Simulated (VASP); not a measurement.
# BeTe (rocksalt type) (Fm-3m) in VASP: a series of runs

Runs on BeTe (rocksalt type). Level: PBEsol. Tasks: relaxation of cell and atoms, single point.

All numbers are computed with VASP 6.6.1; they aren't measurements. Logs are shortened: lines on timing, memory, paths and dates and some standing lists are left out, and cuts for length are marked.

**1. The cell of the first run**

Symmetry: Fm-3m, No. 225, cubic system. Conventional cell: a = 4.945 Å, b = 4.945 Å, c = 4.945 Å, α = 90.00°, β = 90.00°, γ = 90.00°. Be (site symmetry m-3m) has 6 Te at 2.47 Å within 3.3 Å. Te (site symmetry m-3m) has 6 Be at 2.47 Å within 3.3 Å.

**2. Relaxation of cell and atoms, PBEsol**

File INCAR:

```
  ALGO = Normal
  EDIFF = 1E-6
  EDIFFG = -0.005
  ENCUT = 600
  GGA = PS
  IBRION = 2
  ISIF = 3
  ISMEAR = -1
  LASPH = T
  LCHARG = F
  LREAL = F
  LWAVE = F
  NELM = 100
  NSW = 60
  PREC = Accurate
  SIGMA = 0.08
```

File KPOINTS:

```
k-points
0
Gamma
  15 15 15
```

File POSCAR:

```
BeTe
1.0
    0.0000000000      2.4723605563      2.4723605563
    2.4723605563      0.0000000000      2.4723605563
    2.4723605563      2.4723605563      0.0000000000
Be Te
1 1
Direct
    0.0000000000      0.0000000000      0.0000000000
    0.5000000000      0.5000000000      0.5000000000
```

Potentials or basis: VASP PAW PBE potentials, release 64 (Be, Te).

On the command line:

```bash
$ cat potpaw_PBE.64/Be/POTCAR potpaw_PBE.64/Te/POTCAR > POTCAR
$ mpirun -np 1 vasp_std > vasp.out
```

OUTCAR:

```text
EDIFF = 1E-6
   EDIFFG = -0.005
   ENCUT = 600
   GGA = PS
   IBRION = 2
   ISIF = 3
   ISMEAR = -1
   LASPH = T
   LREAL = F
   NELM = 100
   NSW = 60
   PREC = Accurate

 ion  position               nearest neighbor table
   1  0.000  0.000  0.000-   2 2.47   2 2.47   2 2.47   2 2.47   2 2.47   2 2.47
   2  0.500  0.500  0.500-   1 2.47   1 2.47   1 2.47   1 2.47   1 2.47   1 2.47

  LATTYP: Found a face centered cubic cell.
 ALAT       =     4.9447211126

  Lattice vectors:

 A1 = (   0.0000000000,   2.4723605563,   2.4723605563)
 A2 = (   2.4723605563,   0.0000000000,   2.4723605563)
 A3 = (   2.4723605563,   2.4723605563,   0.0000000000)

Analysis of symmetry for initial positions (statically):
=====================================================================
 Subroutine PRICEL returns:
 Original cell was already a primitive cell.

 Routine SETGRP: Setting up the symmetry group for a
 face centered cubic supercell.

 Subroutine GETGRP returns: Found 48 space group operations
 (whereof 48 operations were pure point group operations)
 out of a pool of 48 trial point group operations.

The static configuration has the point symmetry O_h .

Analysis of symmetry for dynamics (positions and initial velocities):
=====================================================================
 Subroutine PRICEL returns:
 Original cell was already a primitive cell.

 Routine SETGRP: Setting up the symmetry group for a
 face centered cubic supercell.

 Subroutine GETGRP returns: Found 48 space group operations
 (whereof 48 operations were pure point group operations)
 out of a pool of 48 trial point group operations.

The dynamic configuration has the point symmetry O_h .

 Subroutine INISYM returns: Found 48 space group operations
 (whereof 48 operations are pure point group operations),
 and found     1 'primitive' translations

----------------------------------------------------------------------------------------

                                     Primitive cell

  volume of cell :      30.2249

  direct lattice vectors                    reciprocal lattice vectors
     0.000000000  2.472360556  2.472360556    -0.202235875  0.202235875  0.202235875
     2.472360556  0.000000000  2.472360556     0.202235875 -0.202235875  0.202235875
     2.472360556  2.472360556  0.000000000     0.202235875  0.202235875 -0.202235875

  length of vectors
     3.496445830  3.496445830  3.496445830     0.350282810  0.350282810  0.350282810

  position of ions in fractional coordinates (direct lattice)
     0.000000000  0.000000000  0.000000000
     0.500000000  0.500000000  0.500000000

  ion indices of the primitive-cell ions
   primitive index   ion index
                 1           1
                 2           2

----------------------------------------------------------------------------------------

 KPOINTS: k-points

Automatic generation of k-mesh.
 Grid dimensions read from file:
 generate k-points for:   15   15   15

 Generating k-lattice:

  Cartesian coordinates                     Fractional coordinates (reciprocal lattice)
    -0.013482392  0.013482392  0.013482392     0.066666667  0.000000000  0.000000000
     0.013482392 -0.013482392  0.013482392     0.000000000  0.066666667  0.000000000
     0.013482392  0.013482392 -0.013482392     0.000000000  0.000000000  0.066666667

  Length of vectors
     0.023352187  0.023352187  0.023352187

  Shift w.r.t. Gamma in fractional coordinates (k-lattice)
     0.000000000  0.000000000  0.000000000

 Subroutine IBZKPT returns following result:
 ===========================================

 Found    120 irreducible k-points:

 Following reciprocal coordinates:
            Coordinates               Weight
  0.000000  0.000000  0.000000      1.000000
  0.066667  0.000000  0.000000      8.000000
  0.133333  0.000000  0.000000      8.000000
  0.200000  0.000000  0.000000      8.000000
  0.266667  0.000000  0.000000      8.000000
  0.333333  0.000000  0.000000      8.000000
[... 16 lines left out ...]
  0.133333  0.133333  0.000000      6.000000
  0.200000  0.133333  0.000000     24.000000
 [... further k-points ...]
   k-points           NKPTS =    120   k-points in BZ     NKDIM =    120   number of bands    NBANDS=      8
   number of dos      NEDOS =    301   number of ions     NIONS =      2
   total plane-waves  NPLWV =  21952
   dimension x,y,z NGX =    28 NGY =   28 NGZ =   28
   dimension x,y,z NGXF=    56 NGYF=   56 NGZF=   56
   ions per type =               1   1
   NGX,Y,Z   is equivalent  to a cutoff of  13.31, 13.31, 13.31 a.u.
   NGXF,Y,Z  is equivalent  to a cutoff of  26.63, 26.63, 26.63 a.u.
 SYSTEM =  unknown system
   PREC   = accura    normal or accurate (medium, high low for compatibility)
   ISTART =      0    job   : 0-new  1-cont  2-samecut
   ICHARG =      2    charge: 1-file 2-atom 10-const
   ISPIN  =      1    spin polarized calculation?
   LNONCOLLINEAR =      F non collinear calculations
   LSORBIT =      F    spin-orbit coupling
   LASPH  =      T    aspherical Exc in radial PAW
   ENCUT  =  600.0 eV  44.10 Ry    6.64 a.u.   6.98  6.98  6.98*2*pi/ulx,y,z
   NELM   =    100;   NELMIN=  2; NELMDL= -5     # of ELM steps
   EDIFF  = 0.1E-05   stopping-criterion for ELM
   LREAL  =      F    real-space projection
   EDIFFG = -.5E-02   stopping-criterion for IOM
   NSW    =     60    number of steps for IOM
   IBRION =      2    ionic relax: 0-MD 1-quasi-New 2-CG
   NFREE  =      1    steps in history (QN), initial steepest desc. (CG)
   ISIF   =      3    stress and relaxation
   ISYM   =      2    0-nonsym 1-usesym 2-fastsym
   POTIM  = 0.5000    time-step for ionic-motion
   TEBEG  =    0.0;   TEEND  =   0.0 temperature during run
   PSTRESS=    0.0 pullay stress
   NELECT =       8.0000    total number of electrons
   NUPDOWN=      -1.0000    fix difference up-down
   EMIN   =  10.00;   EMAX   =-10.00  energy-range for DOS
   EFERMI =   0.00;   METHOD = LEGACY
   ISMEAR =    -1;   SIGMA  =   0.08  broadening in eV -4-tet -1-fermi 0-gaus
   EFERMI_NEDOS =   21; number of points for ismear=-14 and -15
   IALGO  =     38    algorithm
   IMIX   =      4    mixing-type and parameters
     AMIX     =   0.40;   BMIX     =  1.00
     AMIX_MAG =   1.60;   BMIX_MAG =  1.00
  volume/ion in A,a.u.               =      15.11       101.98
  Fermi-wavevector in a.u.,A,eV,Ry     =   1.051114  1.986317 15.032260  1.104840
  Thomas-Fermi vector in A             =   2.186144
   LORBIT       =      0    0 simple, 1 ext, 2 COOP (PROOUT), +10 PAW based schemes
   GGA     = PS    functional components
   LHFCALC =     F    Hartree Fock is set to
   AEXX    =    0.0000 exact exchange contribution
   IVDW    =     0    specifies the selected vdW correction
   LEPSILON=     F    determine dielectric tensor
   LRPA    =     F    only Hartree local field effects (RPA)
 conjugate gradient relaxation of ions
 non-spin polarized calculation
  energy-cutoff  :      600.00
  volume of cell :       30.22
 maximum number of plane-waves:      1025
   NGX = 13   NGY = 13   NGZ = 13

--------------------------------------- Ionic step        1  -------------------------------------------

 number of electron       8.0000000 magnetization

 Free energy of the ion-electron system (eV)
  ---------------------------------------------------
  ext. energy  EPLUGINS =         0.00000000
  ---------------------------------------------------
  free energy    TOTEN  =        -6.89057091 eV

  energy without entropy =       -6.87973934  energy(sigma->0) =       -6.88515512

 E-fermi :  10.6008     XC(G=0): -11.0511

 val. band max:       10.5922166450   @ k =   0.4667   0.3333   0.0000
 cond. band min:      10.6084321924   @ k =  -0.3333   0.0667   0.0000
 fundamental gap:      0.0162155474
 Fermi energy:        10.6007609686

 k-point     1 :       0.0000    0.0000    0.0000
  band No.  band energies     occupation
      1      -4.9682      2.00000
      2      10.2363      1.97920
      3      10.2363      1.97920
      4      10.2363      1.97920
      5      16.3386      0.00000
      6      17.2795      0.00000
      7      17.2795      0.00000
      8      17.2795      0.00000
[... 656 lines left out ...]
 POSITION                                       TOTAL-FORCE (eV/Angst)
 -----------------------------------------------------------------------------------
      5.31124      5.31124      5.31124         0.000000     -0.000000      0.000000
      2.65562      2.65562      2.65562        -0.000000      0.000000     -0.000000
 -----------------------------------------------------------------------------------
    total drift:                                0.000000      0.000000      0.000000

  FREE ENERGIE OF THE ION-ELECTRON SYSTEM (eV)
  ---------------------------------------------------
  free  energy   TOTEN  =        -7.3339014519 eV

  energy  without entropy=       -7.3215931499  energy(sigma->0) =       -7.32774730

--------------------------------------- Ionic step        5  -------------------------------------------

 number of electron       8.0000001 magnetization

 Free energy of the ion-electron system (eV)
  ---------------------------------------------------
  ext. energy  EPLUGINS =         0.00000000
  ---------------------------------------------------
  free energy    TOTEN  =        -7.33394266 eV

  energy without entropy =       -7.32166618  energy(sigma->0) =       -7.32780442

 E-fermi :   7.5321     XC(G=0): -10.1689

 val. band max:        7.5111327667   @ k =  -0.3333   0.0667   0.0000
 cond. band min:       7.5601020823   @ k =  -0.1333   0.0667   0.0000
 fundamental gap:      0.0489693155
 Fermi energy:         7.5320559902

 k-point     1 :       0.0000    0.0000    0.0000
  band No.  band energies     occupation
      1      -6.0689      2.00000
      2       7.2864      1.91137
      3       7.2864      1.91137
      4       7.2864      1.91137
      5      10.8896      0.00000
      6      13.9262      0.00000
      7      13.9262      0.00000
      8      13.9262      0.00000
[... 275 lines left out ...]
 POSITION                                       TOTAL-FORCE (eV/Angst)
 -----------------------------------------------------------------------------------
      0.00000      0.00000      0.00000         0.000000     -0.000000      0.000000
      2.65340      2.65340      2.65340        -0.000000      0.000000     -0.000000
 -----------------------------------------------------------------------------------
    total drift:                                0.000000      0.000000      0.000000

  FREE ENERGIE OF THE ION-ELECTRON SYSTEM (eV)
  ---------------------------------------------------
  free  energy   TOTEN  =        -7.3339426567 eV

  energy  without entropy=       -7.3216661764  energy(sigma->0) =       -7.32780442

 reached required accuracy - stopping structural energy minimisation
```

Run time: 2.4 min. Hardware: 1 thread of Intel Xeon 8259CL, shared host; peak memory 0.2 GiB.

What came out:

```
Free energy                           : -7.3339 eV
Relaxed volume                        : 18.68 Å³/atom
Relaxed cell                          : a = 3.752 Å, b = 3.752 Å, c = 3.752 Å, α = 60.00°, β = 60.00°, γ = 60.00°
Space group after relaxing (to 0.1 Å) : Fm-3m (No. 225)
Energy gained by relaxing             : 221.7 meV/atom
Ionic steps                           : 5
Pressure after relaxing               : 0.0 GPa
Band gap on the k mesh                : zero (bands 4 and 5 overlap by 1.16 eV)
```

The path:
```tsv
step	energy change (eV)	largest force (eV/Å)	pressure (GPa)	volume (Å³)
1	0.0000	0.0000	23.79	30.22
2	-0.3702	0.0000	-5.72	41.14
3	-0.4433	0.0000	0.14	37.30
4	-0.4433	0.0000	-0.16	37.46
5	-0.4434	0.0000	0.01	37.36
```

Final structure:
```
Be Te
1.0
     0.00000    2.65340    2.65340
     2.65340    0.00000    2.65340
     2.65340    2.65340    0.00000
Be Te
1 1
Cartesian
  0.0000 0.0000 0.0000
  2.6534 2.6534 2.6534
```

Levels at points of the mesh, in eV from the Fermi level:
```csv
k point,band 1,band 2,band 3,band 4,band 5,band 6,band 7,band 8
"(0.00, 0.00, 0.00)",-13.60,-0.25,-0.25,-0.25,3.36,6.39,6.39,6.39
```

Caveat: the volume moved by over 15 % at a fixed basis, so the end points are rough; the PAW data sets were made with another functional, which shifts forces and pressure a little; spin-orbit coupling is left out, which moves the levels of the heavy elements.

**3. Single point, PBEsol**

This run uses another cell than the first one, of 7.45 Å³/atom.

File INCAR:

```
SYSTEM = BeTe
PREC     = Accurate       ! precision mode
ENCUT    = 520            ! plane-wave cutoff, eV
EDIFF    = 1E-6           ! SCF threshold, eV
ISMEAR   = -1             ! smearing method
SIGMA    = 0.08           ! smearing width, eV
LREAL    = .FALSE.        ! projectors in reciprocal space
LASPH    = .TRUE.         ! aspherical terms in the spheres
NELM     = 100            ! most SCF steps
ALGO     = Normal         ! electronic algorithm
ISIF     = 2              ! what is computed and relaxed
LWAVE    = .FALSE.        ! write WAVECAR
LCHARG   = .FALSE.        ! write CHGCAR
GGA      = PS             ! functional
NBANDS   = 11             ! bands
ISYM     = 0
```

File KPOINTS:

```
Automatic mesh
0
Gamma
  15 15 15
  0.5 0.5 0.5
```

File POSCAR:

```
BeTe
1.0
    0.0000000000      1.9530806866      1.9530806866
    1.9530806866      0.0000000000      1.9530806866
    1.9530806866      1.9530806866      0.0000000000
Be Te
1 1
Direct
    0.0000000000      0.0000000000      0.0000000000
    0.5000000000      0.5000000000      0.5000000000
```

Potentials or basis: VASP PAW PBE potentials, release 64 (Be, Te).

On the command line:

```bash
$ cat potpaw_PBE.64/Be/POTCAR potpaw_PBE.64/Te/POTCAR > POTCAR
$ mpirun -np 1 vasp_std > vasp.out
```

OUTCAR:

```text
SYSTEM = BeTe
   PREC = Accurate
   ENCUT = 520
   EDIFF = 1E-6
   ISMEAR = -1
   LREAL = .FALSE.
   LASPH = .TRUE.
   NELM = 100
   ISIF = 2
   GGA = PS
   ISYM = 0

 ion  position               nearest neighbor table
   1  0.000  0.000  0.000-   2 1.95   2 1.95   2 1.95   2 1.95   2 1.95   2 1.95
   2  0.500  0.500  0.500-   1 1.95   1 1.95   1 1.95   1 1.95   1 1.95   1 1.95

IMPORTANT INFORMATION: All symmetrisations will be switched off!
NOSYMM: (Re-)initialisation of all symmetry stuff for point group C_1.

----------------------------------------------------------------------------------------

[... 488 lines left out ...]
  Direction    XX          YY          ZZ          XY          YZ          ZX
  --------------------------------------------------------------------------------------
  -------------------------------------------------------------------------------------
  Total       38.5457946     38.5457946     38.5457945     -0.0000000     -0.0000000     -0.0000000
  in kB     4144.7375283   4144.7375256   4144.7375193     -0.0000029     -0.0000053     -0.0000036
  external PRESSURE =    4144.7375244 kB  Pullay stress =       0.0000000 kB

 VOLUME and BASIS-vectors are now :
 -----------------------------------------------------------------------------
  energy-cutoff  :      520.00
  volume of cell :       14.90
      direct lattice vectors                 reciprocal lattice vectors
     0.000000000  1.953080687  1.953080687    -0.256005808  0.256005808  0.256005808
     1.953080687  0.000000000  1.953080687     0.256005808 -0.256005808  0.256005808
     1.953080687  1.953080687  0.000000000     0.256005808  0.256005808 -0.256005808

 POSITION                                       TOTAL-FORCE (eV/Angst)
 -----------------------------------------------------------------------------------
      0.00000      0.00000      0.00000        -0.000000      0.000000      0.000000
      1.95308      1.95308      1.95308         0.000000     -0.000000     -0.000000
 -----------------------------------------------------------------------------------
    total drift:                                0.000000     -0.000000     -0.000000

  FREE ENERGIE OF THE ION-ELECTRON SYSTEM (eV)
  ---------------------------------------------------
  free  energy   TOTEN  =         6.1605190506 eV

  energy  without entropy=        6.1715530400  energy(sigma->0) =        6.16603605
```

OSZICAR:

```text
N       E                     dE             d eps       ncg     rms          rms(c)
DAV:   1     0.361924907762E+02    0.36192E+02   -0.42282E+03149257   0.663E+02
DAV:   2     0.571427633194E+01   -0.30478E+02   -0.29506E+02201792   0.137E+02
DAV:   3     0.493991976538E+01   -0.77436E+00   -0.76783E+00192735   0.188E+01
DAV:   4     0.493586458799E+01   -0.40552E-02   -0.40541E-02182709   0.169E+00
DAV:   5     0.493583181354E+01   -0.32774E-04   -0.32771E-04187009   0.133E-01    0.274E+01
DAV:   6     0.588425659542E+01    0.94842E+00   -0.10368E+00197546   0.669E+00    0.155E+01
DAV:   7     0.614870924440E+01    0.26445E+00   -0.58041E-01218933   0.416E+00    0.217E+00
DAV:   8     0.616043802177E+01    0.11729E-01   -0.21144E-02173439   0.903E-01    0.156E-01
DAV:   9     0.616050212412E+01    0.64102E-04   -0.42459E-04215847   0.138E-01    0.113E-01
DAV:  10     0.616051543879E+01    0.13315E-04   -0.43037E-05171457   0.302E-02    0.439E-02
DAV:  11     0.616051997815E+01    0.45394E-05   -0.90508E-06182233   0.167E-02    0.106E-02
DAV:  12     0.616051905062E+01   -0.92753E-06   -0.65185E-07143393   0.480E-03
   1 F= 0.61605191E+01 E0= 0.61660360E+01  d E =-.110340E-01
```

Wall time 18 min (1 thread of Intel Xeon 8259CL, shared host); peak memory 1.2 GiB.

Results:

- Free energy: 6.1605 eV
- Pressure: 414.5 GPa
- Band gap on the k mesh: zero (bands 4 and 5 overlap by 2.00 eV)

Caveat: the cell stands under pressure; the PAW data sets were made with another functional, which shifts forces and pressure a little; spin-orbit coupling is left out, which moves the levels of the heavy elements.

**4. Single point, PBEsol (7.45 Å³/atom)**

This run uses another cell than the first one, of 7.45 Å³/atom.

File INCAR:

```
PREC = Accurate
ENCUT = 520
EDIFF = 1E-6
ISMEAR = -1
SIGMA = 0.08
LREAL = False
LASPH = True
NELM = 100
ALGO = Normal
ISIF = 2
LWAVE = False
LCHARG = False
GGA = PS
NBANDS = 11
```

File KPOINTS:

```
regular mesh
0
Gamma
  15 15 15
```

POSCAR is that of step 3.

On the command line:

```bash
$ cat potpaw_PBE.64/Be/POTCAR potpaw_PBE.64/Te/POTCAR > POTCAR
$ mpirun -np 1 vasp_std > vasp.out
```

It took 14 s on 1 thread of AMD EPYC 9R45 (Zen 5), shared host; peak memory 0.13 GiB.

Results (log left out):

- Free energy: 6.1582 eV
- Pressure: 414.2 GPa
- Band gap on the k mesh: zero (bands 4 and 5 overlap by 2.18 eV)

Levels at points of the mesh, in eV from the Fermi level:
| k point | band 1 | band 2 | band 3 | band 4 | band 5 | band 6 | band 7 | band 8 | band 9 |
| --- | --- | --- | --- | --- | --- | --- | --- | --- | --- |
| (0.00, 0.00, 0.00) | -25.20 | -1.48 | -1.48 | -1.48 | 4.66 | 6.48 | 6.48 | 6.48 | 10.87 |

Caveat: the cell stands under pressure; the PAW data sets were made with another functional, which shifts forces and pressure a little; spin-orbit coupling is left out, which moves the levels of the heavy elements.

**5. Overview**

| task | cell | k mesh | cutoff (eV) | gap on the mesh (eV) | pressure (GPa) |
| --- | --- | --- | --- | --- | --- |
| relaxation of cell and atoms | relaxed from a = 3.496 Å, angles 60.0°, 2 atoms | 15 × 15 × 15 | 600 | none | 0.0 |
| single point | a = 2.762 Å, angles 60.0°, 2 atoms | 15 × 15 × 15, shifted | 520 | none | 414.5 |
| single point | a = 2.762 Å, angles 60.0°, 2 atoms | 15 × 15 × 15 | 520 | none | 414.2 |

Alike in all rows: level PBEsol; potentials or basis VASP PAW PBE potentials, release 64 (Be, Te); no spin polarisation; smearing fermi-dirac 0.08 eV.

Caveats: the PAW data sets were made with another functional, which shifts forces and pressure a little; spin-orbit coupling is left out, which moves the levels of the heavy elements; the cell stands under pressure (at least some runs); the volume moved by over 15 % at a fixed basis, so the end points are rough (at least some runs).

Total energies depend on the potentials used, so only differences within one code and one set of settings carry meaning.
